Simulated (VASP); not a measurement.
# CuSn4 (I-43m) in VASP: relaxation of cell and atoms with PBE

Aim: the relaxation of cell and atoms of CuSn4 with PBE.

Program: VASP 6.6.1. These are calculated values, not measurements. Logs are shortened: lines on timing, memory, paths and dates and some standing lists are left out, and cuts for length are marked.

## 1. The cell of the first run

The structure is cubic, space group I-43m (No. 217). Conventional cell: a = 6.935 Å, b = 6.935 Å, c = 6.935 Å, α = 90.00°, β = 90.00°, γ = 90.00°. Within 2.0 Å of Cu (site symmetry -43m) lie 4 Sn at 1.52 Å. Within 2.0 Å of Sn (site symmetry 3m) lie 1 Cu at 1.52 Å.

The cell was generated, and may not be a known phase.

## 2. Relaxation of cell and atoms, PBE

Input file INCAR:

```
SYSTEM = CuSn4
  PREC = Accurate
  ENCUT = 590
  EDIFF = 1E-7
  ISMEAR = 0
  SIGMA = 0.1
  LREAL = .False.
  LASPH = .True.
  NELM = 300
  ALGO = All
  ISIF = 3
  LWAVE = .False.
  LCHARG = .False.
  GGA = PE
  IBRION = 2
  NSW = 90
  EDIFFG = -0.04
  GGA_COMPAT = .False.
  NELMIN = 4
  ISEARCH = 1
  KPAR = 4
```

Input file KPOINTS:

```
Automatic mesh
0
Gamma
  4 4 4
  0 0 0
```

Input file POSCAR:

```
CuSn4
1.0
   -3.4673798300      3.4673798300      3.4673798300
    3.4673798300     -3.4673798300      3.4673798300
    3.4673798300      3.4673798300     -3.4673798300
Cu Sn
1 4
Direct
    0.0000000000      0.0000000000      0.0000000000
    0.0000000000      0.0000000000      0.7463128600
    0.7463128600      0.0000000000      0.0000000000
    0.0000000000      0.7463128600      0.0000000000
    0.2536871400      0.2536871400      0.2536871400
```

Potentials or basis: VASP PAW PBE potentials, release 64 (Cu, Sn_d).

Run with:

```console
$ cat potpaw_PBE.64/Cu/POTCAR potpaw_PBE.64/Sn_d/POTCAR > POTCAR
$ mpirun -np 4 vasp_std > vasp.out
```

OUTCAR:

```text
SYSTEM = CuSn4
   PREC = Accurate
   ENCUT = 590
   EDIFF = 1E-7
   ISMEAR = 0
   LREAL = .False.
   LASPH = .True.
   NELM = 300
   ISIF = 3
   GGA = PE
   IBRION = 2
   NSW = 90
   EDIFFG = -0.04
   NELMIN = 4

 ion  position               nearest neighbor table
   1  0.000  0.000  0.000-   2 1.52   3 1.52   4 1.52   5 1.52
   2  0.000  0.000  0.746-   1 1.52   5 2.49   3 2.49   4 2.49
   3  0.746  0.000  0.000-   1 1.52   5 2.49   2 2.49   4 2.49
   4  0.000  0.746  0.000-   1 1.52   5 2.49   2 2.49   3 2.49
   5  0.254  0.254  0.254-   1 1.52   2 2.49   4 2.49   3 2.49

 -----------------------------------------------------------------------------
|                                                                             |
|           W    W    AA    RRRRR   N    N  II  N    N   GGGG   !!!           |
|           W    W   A  A   R    R  NN   N  II  NN   N  G    G  !!!           |
|           W    W  A    A  R    R  N N  N  II  N N  N  G       !!!           |
|           W WW W  AAAAAA  RRRRR   N  N N  II  N  N N  G  GGG   !            |
|           WW  WW  A    A  R   R   N   NN  II  N   NN  G    G                |
|           W    W  A    A  R    R  N    N  II  N    N   GGGG   !!!           |
|                                                                             |
|     The distance between some ions is very small. Please check the          |
|     nearest-neighbor list in the OUTCAR file.                               |
|     I HOPE YOU KNOW WHAT YOU ARE DOING!                                     |
|                                                                             |
 -----------------------------------------------------------------------------

  LATTYP: Found a body centered cubic cell.
 ALAT       =     6.9347596600

  Lattice vectors:

 A1 = (  -3.4673798300,   3.4673798300,   3.4673798300)
 A2 = (   3.4673798300,  -3.4673798300,   3.4673798300)
 A3 = (   3.4673798300,   3.4673798300,  -3.4673798300)

Analysis of symmetry for initial positions (statically):
=====================================================================
 Subroutine PRICEL returns:
 Original cell was already a primitive cell.

 Routine SETGRP: Setting up the symmetry group for a
 body centered cubic supercell.

 Subroutine GETGRP returns: Found 24 space group operations
 (whereof 24 operations were pure point group operations)
 out of a pool of 48 trial point group operations.

The static configuration has the point symmetry T_d .

Analysis of symmetry for dynamics (positions and initial velocities):
=====================================================================
 Subroutine PRICEL returns:
 Original cell was already a primitive cell.

 Routine SETGRP: Setting up the symmetry group for a
 body centered cubic supercell.

 Subroutine GETGRP returns: Found 24 space group operations
 (whereof 24 operations were pure point group operations)
 out of a pool of 48 trial point group operations.

[... 93 lines left out ...]
   IBRION =      2    ionic relax: 0-MD 1-quasi-New 2-CG
   NFREE  =      1    steps in history (QN), initial steepest desc. (CG)
   ISIF   =      3    stress and relaxation
   ISYM   =      2    0-nonsym 1-usesym 2-fastsym
   POTIM  = 0.5000    time-step for ionic-motion
   TEBEG  =    0.0;   TEEND  =   0.0 temperature during run
   PSTRESS=    0.0 pullay stress
   NELECT =      67.0000    total number of electrons
   NUPDOWN=      -1.0000    fix difference up-down
   EMIN   =  10.00;   EMAX   =-10.00  energy-range for DOS
   EFERMI =   0.00;   METHOD = LEGACY
   ISMEAR =     0;   SIGMA  =   0.10  broadening in eV -4-tet -1-fermi 0-gaus
   EFERMI_NEDOS =   21; number of points for ismear=-14 and -15
   IALGO  =     58    algorithm
   IMIX   =      4    mixing-type and parameters
     AMIX     =   0.40;   BMIX     =  1.00
     AMIX_MAG =   1.60;   BMIX_MAG =  1.00
  volume/ion in A,a.u.               =      33.35       225.06
  Fermi-wavevector in a.u.,A,eV,Ry     =   1.208032  2.282849 19.855536  1.459341
  Thomas-Fermi vector in A             =   2.343652
   LORBIT       =      0    0 simple, 1 ext, 2 COOP (PROOUT), +10 PAW based schemes
   GGA     = PE    functional components
   LHFCALC =     F    Hartree Fock is set to
   AEXX    =    0.0000 exact exchange contribution
   IVDW    =     0    specifies the selected vdW correction
   LEPSILON=     F    determine dielectric tensor
   LRPA    =     F    only Hartree local field effects (RPA)
 conjugate gradient relaxation of ions
 non-spin polarized calculation
 Gauss-broadening in eV      SIGMA  =   0.10
  energy-cutoff  :      590.00
  volume of cell :      166.75
 maximum number of plane-waves:      5442
   NGX = 23   NGY = 23   NGZ = 23

--------------------------------------- Ionic step        1  -------------------------------------------

 number of electron      67.0000011 magnetization

 Free energy of the ion-electron system (eV)
  ---------------------------------------------------
  ext. energy  EPLUGINS =         0.00000000
  ---------------------------------------------------
  free energy    TOTEN  =        51.71145788 eV

  energy without entropy =       51.75667572  energy(sigma->0) =       51.73406680

------------------------ aborting loop because EDIFF is reached ----------------------------------------

  FORCE on cell =-STRESS in cart. coord.  units (eV):
  Direction    XX          YY          ZZ          XY          YZ          ZX
  --------------------------------------------------------------------------------------
  -------------------------------------------------------------------------------------
  Total      114.7097962    114.7097962    114.7097962      0.0000000      0.0000000      0.0000000
  in kB     1102.1655791   1102.1655791   1102.1655791      0.0000000      0.0000000      0.0000000
  external PRESSURE =    1102.1655791 kB  Pullay stress =       0.0000000 kB
[... 1154 lines left out ...]
     39      13.1209      0.00000
     40      13.1209      0.00000

[... ionic steps 4 to 26 ...]

--------------------------------------- Ionic step       27  -------------------------------------------

 number of electron      66.9999999 magnetization

------------------------ aborting loop because EDIFF is reached ----------------------------------------
[... 73 lines left out ...]
--------------------------------------- Ionic step       29  -------------------------------------------

 number of electron      66.9999999 magnetization

 Free energy of the ion-electron system (eV)
  ---------------------------------------------------
  ext. energy  EPLUGINS =         0.00000000
  ---------------------------------------------------
  free energy    TOTEN  =       -18.49098027 eV

  energy without entropy =      -18.46851961  energy(sigma->0) =      -18.47974994

 E-fermi :   6.6318     XC(G=0): -10.0191

 val. band max:        6.6193602458   @ k =   0.2500   0.2500   0.0000
 cond. band min:       6.8984577731   @ k =   0.0000   0.0000   0.0000
 fundamental gap:      0.2790975273
 Fermi energy:         6.6317642352
[... 374 lines left out ...]
  FREE ENERGIE OF THE ION-ELECTRON SYSTEM (eV)
  ---------------------------------------------------
  free  energy   TOTEN  =       -18.4909802721 eV

  energy  without entropy=      -18.4685196088  energy(sigma->0) =      -18.47974994

 reached required accuracy - stopping structural energy minimisation
```

OSZICAR:

```text
N       E                     dE             d eps       ncg     rms           ort
DAV:   1     0.867935204751E+03    0.86794E+03   -0.37213E+04   320   0.286E+03
DAV:   2     0.189317216480E+03   -0.67862E+03   -0.66525E+03   320   0.753E+02
[... 647 lines left out ...]
CGA:  23    -0.171477450223E+02   -0.95546E-07   -0.10973E-06   320   0.293E-06  -0.618E-11
  11 F= -.17147745E+02 E0= -.17132133E+02  d E =-.688592E+02
       N       E                     dE             d eps       ncg     rms           ort
SDA:   1    -0.168455223496E+02    0.30222E+00    0.00000E+00   320   0.163E+01   0.000E+00
CGA:   2    -0.170463615875E+02   -0.20084E+00   -0.20103E+00   320   0.340E+00   0.245E-02
CGA:   3    -0.171307158545E+02   -0.84354E-01   -0.84493E-01   320   0.295E+00  -0.194E-02
CGA:   4    -0.171611979041E+02   -0.30482E-01   -0.31047E-01   320   0.818E-01
```

CONTCAR:

```text
CuSn4
   1.00000000000000
    -3.2111939831521394    3.2111939831521394    3.2111939831521394
     3.2111939831521394   -3.2111939831521394    3.2111939831521394
     3.2111939831521394    3.2111939831521394   -3.2111939831521394
  Cu              Sn
     1     4
Direct
     0.0000000000000000    0.0000000000000000    0.0000000000000000
     0.0000000000000000    0.0000000000000000    0.5013362745654311
     0.5013362745654311    0.0000000000000000    0.0000000000000000
     0.9999999999999999    0.5013362745654313    0.0000000000000000
     0.4986637254345688    0.4986637254345687    0.4986637254345688

  0.00000000E+00  0.00000000E+00  0.00000000E+00
  0.00000000E+00  0.00000000E+00  0.00000000E+00
  0.00000000E+00  0.00000000E+00  0.00000000E+00
  0.00000000E+00  0.00000000E+00  0.00000000E+00
  0.00000000E+00  0.00000000E+00  0.00000000E+00
```

Wall time 26 min (4 MPI ranks of Intel Xeon Platinum 8488C (Sapphire Rapids), shared host); peak memory 0.38 GiB.

What came out:

- Free energy: -18.4910 eV
- Relaxed volume: 26.49 Å³/atom
- Relaxed cell: a = 5.562 Å, b = 5.562 Å, c = 5.562 Å, α = 109.47°, β = 109.47°, γ = 109.47°
- Space group after relaxing (to 0.1 Å): Im-3m (No. 229)
- Pressure after relaxing: 0.0 GPa
- Largest force after relaxing: 0.022 eV/Å
- Band gap on the k mesh: zero (an odd number of electrons rules out a gap without spin polarisation)

Forces on the atoms (eV/Å):
```
Cu   0.000  0.000  0.000
Sn  -0.013 -0.013  0.013
Sn   0.013 -0.013 -0.013
Sn  -0.013  0.013 -0.013
Sn   0.013  0.013  0.013
```

Final structure:
```xyz
5
Lattice="-3.2112 3.2112 3.2112 3.2112 -3.2112 3.2112 3.2112 3.2112 -3.2112" Properties=species:S:1:pos:R:3 pbc="T T T"
Cu    0.0000    0.0000    0.0000
Sn    1.6099    1.6099   -1.6099
Sn   -1.6099    1.6099    1.6099
Sn   -1.6013    1.6013    4.8211
Sn    1.6013    1.6013    1.6013
```

Levels at points of the mesh, in eV from the Fermi level:
```tsv
k point	band 29	band 30	band 31	band 32	band 33	band 34	band 35	band 36	band 37	band 38
(0.00, 0.00, 0.00)	-2.80	-2.27	-2.27	-2.27	-1.76	-1.76	-1.76	0.27	3.17	3.17
(0.50, 0.00, 0.00)	-2.84	-2.48	-2.09	-0.38	0.29	0.54	0.73	2.37	2.38	2.69
(0.50, 0.50, 0.50)	-3.46	-2.44	-2.44	-1.86	0.60	0.60	0.60	4.51	4.51	4.51
```

Caveat: the volume moved by over 15 % at a fixed basis, so the end points are rough; spin-orbit coupling is left out, which moves the levels of the heavy elements.

The gap in the log of VASP goes by the Fermi energy; the results here count the filled bands.